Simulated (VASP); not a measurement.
Here is a VASP 6.6.1 calculation.

Contents of POSCAR:

```
BN
1.0
    0.0000000000      1.9695477275      1.5362472275
    1.9695477275      0.0000000000      1.5362472275
    1.9695477275      1.9695477275      0.0000000000
B N
1 1
Direct
    0.0000000000      0.0000000000      0.0000000000
    0.7500000000      0.7500000000      0.7500000000
```

Contents of INCAR.step1:

```
PREC = Accurate
ENCUT = 520
ISMEAR = 0
SIGMA = 0.05
LREAL = False
LASPH = True
NELM = 60
NBANDS = 11
GGA = PE
ALGO = Normal
EDIFF = 1E-4
LWAVE = True
LCHARG = False
```

The input INCAR.step2:

```
PREC = Accurate
ENCUT = 520
EDIFF = 1E-6
ISMEAR = 0
SIGMA = 0.05
LREAL = False
LASPH = True
NELM = 60
ALGO = Normal
ISIF = 2
LWAVE = False
LCHARG = False
METAGGA = R2SCAN
LMIXTAU = True
NBANDS = 11
ISTART = 1
```

The input KPOINTS:

```
Automatic mesh
0
Gamma
  12 12 12
```

Potentials or basis: VASP PAW PBE potentials, release 64 (B, N).

Launch:

```bash
$ cat potpaw_PBE.64/B/POTCAR potpaw_PBE.64/N/POTCAR > POTCAR
$ cp INCAR.step1 INCAR
$ mpirun -np 1 vasp_std > vasp.out
$ cp INCAR.step2 INCAR
$ mpirun -np 1 vasp_std > vasp.out
```

What does it give for the band gap on the k mesh?

1.81 eV, indirect (least direct gap 7.79 eV).

Predict the pressure.

-5.7 GPa.

Stress tensor (GPa, compression positive):
```
-42.53   0.00   0.00
  0.00 -42.53   0.00
  0.00   0.00  67.91
```

Caveat: the PAW data sets were made with another functional, which shifts forces and pressure a little. A k mesh can miss the band edges.
